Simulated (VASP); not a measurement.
Si3IrRu: single point with PBE

The system is Si3IrRu.

```
Si Ru Ir
1.0
    -1.96022    1.96022    5.19828
     1.96022   -1.96022    5.19828
     1.96022    1.96022   -5.19828
Si Ru Ir
3 1 1
Direct
  0.28171 0.78171 0.50000
  0.78171 0.28171 0.50000
  0.43286 0.43286 0.00000
  0.92815 0.92815 0.00000
  0.65556 0.65556 0.00000
```

| Property | Result |
| --- | --- |
| Program | VASP 6.6.1 |
| Task | single point |
| Functional | PBE |
| Potentials or basis | VASP PAW PBE potentials, release 64 (Si, Ru_pv, Ir) |
| Cutoff | 500 eV |
| k mesh | 6 × 6 × 6 |
| Occupations | gaussian, width 0.2 eV |
| Spin | no spin polarisation |

```
Pressure               : 0.3 GPa
Largest force          : 0.034 eV/Å
Band gap on the k mesh : zero (an odd number of electrons rules out a gap without spin polarisation)
```

Forces in eV/Å, atoms in the order of the input:
```
Si   0.000  0.000  0.014
Si   0.000  0.000  0.014
Si   0.000  0.000 -0.010
Ru   0.000  0.000  0.016
Ir   0.000  0.000 -0.034
```

Stress tensor (GPa, compression positive):
```
-0.12  0.00  0.00
 0.00 -0.12  0.00
 0.00  0.00  1.01
```

Levels at points of the mesh, in eV from the Fermi level:
| k point | band 13 | band 14 | band 15 | band 16 | band 17 | band 18 | band 19 | band 20 | band 21 | band 22 |
| --- | --- | --- | --- | --- | --- | --- | --- | --- | --- | --- |
| (0.00, 0.00, 0.00) | -2.46 | -2.46 | -1.88 | -1.04 | -1.04 | 0.01 | 0.29 | 1.64 | 1.64 | 1.79 |
| (0.50, 0.00, 0.00) | -2.91 | -2.87 | -1.90 | -1.71 | -1.42 | 0.12 | 1.24 | 2.17 | 2.21 | 2.28 |
| (0.50, 0.50, 0.00) | -2.99 | -2.62 | -1.97 | -1.62 | -1.53 | -0.70 | -0.48 | 0.05 | 1.92 | 3.21 |
| (0.50, 0.50, 0.50) | -2.68 | -2.49 | -2.26 | -1.25 | -1.25 | -0.18 | 1.43 | 2.63 | 3.63 | 3.63 |

Run time: 94 s on 1 thread of Intel(R) Xeon(R) Platinum 8559C (Emerald Rapids), on a shared host, peak memory 0.34 GiB.

Caveat: spin-orbit coupling is left out, which moves the levels of the heavy elements.
